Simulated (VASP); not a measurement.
Wanted: the native input for a VASP 6.6.1 run.

| Property | Result |
| --- | --- |
| Task | single point |
| Functional | r2SCAN0 |
| Potentials or basis | VASP PAW PBE potentials, release 64 (Ti_sv) |
| Cutoff | 520 eV |
| k mesh | 7 × 7 × 7 |
| Occupations | fermi-dirac, width 0.1 eV |
| Spin | no spin polarisation |
| Dipole correction | no |
| Grid for exact exchange (PRECFOCK) | Normal |
| Further INCAR settings | ALGO = Normal; EDIFF = 1e-06; NBANDS = 12 |
| Share of exact exchange | 0.25 |

Ti:

```
Ti
1.0
    -1.62813    1.62813    1.62813
     1.62813   -1.62813    1.62813
     1.62813    1.62813   -1.62813
Ti
1
Cartesian
  0.0000 0.0000 0.0000
```

This isn't the form of Ti at room conditions, which is hcp.

One way to write it, as run:

POSCAR

```
Ti
1.0
   -1.6281323392      1.6281323392      1.6281323392
    1.6281323392     -1.6281323392      1.6281323392
    1.6281323392      1.6281323392     -1.6281323392
Ti
1
Direct
    0.0000000000      0.0000000000      0.0000000000
```

INCAR.step1

```
SYSTEM = Ti
PREC = Accurate
ENCUT = 520
EDIFF = 1E-5
ISMEAR = -1
SIGMA = 0.1
LREAL = .False.
LASPH = .True.
NELM = 100
ALGO = Normal
ISIF = 2
LWAVE = .True.
GGA = PE
NBANDS = 12
```

INCAR.step2

```
SYSTEM = Ti
PREC = Accurate
ENCUT = 520
EDIFF = 1E-6
ISMEAR = -1
SIGMA = 0.1
LREAL = .False.
LASPH = .True.
NELM = 100
ALGO = Normal
ISIF = 2
LWAVE = .False.
LCHARG = .True.
METAGGA = R2SCAN
LHFCALC = .True.
AEXX = 0.25
LMIXTAU = .True.
PRECFOCK = Normal
LELF = .True.
LVHAR = .True.
ISTART = 1
NBANDS = 12
```

KPOINTS

```
Automatic mesh
0
Gamma
  7 7 7
  0 0 0
```

Potentials or basis: VASP PAW PBE potentials, release 64 (Ti_sv).

Run with:

```bash
$ cat potpaw_PBE.64/Ti_sv/POTCAR > POTCAR
$ cp INCAR.step1 INCAR
$ mpirun -np 1 vasp_std > vasp.out
$ cp INCAR.step2 INCAR
$ mpirun -np 1 vasp_std > vasp.out
```

It gave:

| Quantity | Value |
| --- | --- |
| Pressure | 0.3 GPa |
| Band gap on the k mesh | zero (bands 6 and 7 overlap by 3.43 eV) |

Caveat: the k points lie up to 0.39 Å⁻¹ apart, too coarse for converged energies and pressures of a metal; the PAW data sets were made with another functional, which shifts forces and pressure a little.

Run time: 25 min on 1 thread of Intel Xeon 8259CL (shared host), peak memory 0.16 GiB.
